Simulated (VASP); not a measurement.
Here is a VASP 6.6.1 calculation.

File INCAR:

```
SYSTEM = Si3Au
PREC = Accurate
ENCUT = 520
EDIFF = 1E-6
ISMEAR = 0
SIGMA = 0.1
LREAL = .FALSE.
LASPH = .TRUE.
NELM = 100
ALGO = Normal
ISIF = 2
LWAVE = .FALSE.
LCHARG = .FALSE.
GGA = PE
NBANDS = 20
```

File KPOINTS:

```
Automatic mesh
0
G
  12 12 12
  0 0 0
```

POSCAR

```
Si3Au
1.0
    0.0000000000      3.2039850963      3.2039850963
    3.2039850963      0.0000000000      3.2039850963
    3.2039850963      3.2039850963      0.0000000000
Si Au
3 1
Direct
    0.5000000000      0.5000000000      0.5000000000
    0.2500000000      0.2500000000      0.2500000000
    0.7500000000      0.7500000000      0.7500000000
    0.0000000000      0.0000000000      0.0000000000
```

Potentials or basis: VASP PAW PBE potentials, release 64 (Si, Au).

Command:

```console
$ cat potpaw_PBE.64/Si/POTCAR potpaw_PBE.64/Au/POTCAR > POTCAR
$ mpirun -np 1 vasp_std > vasp.out
```

Question: Predict the pressure.

Answer: -0.1 GPa.
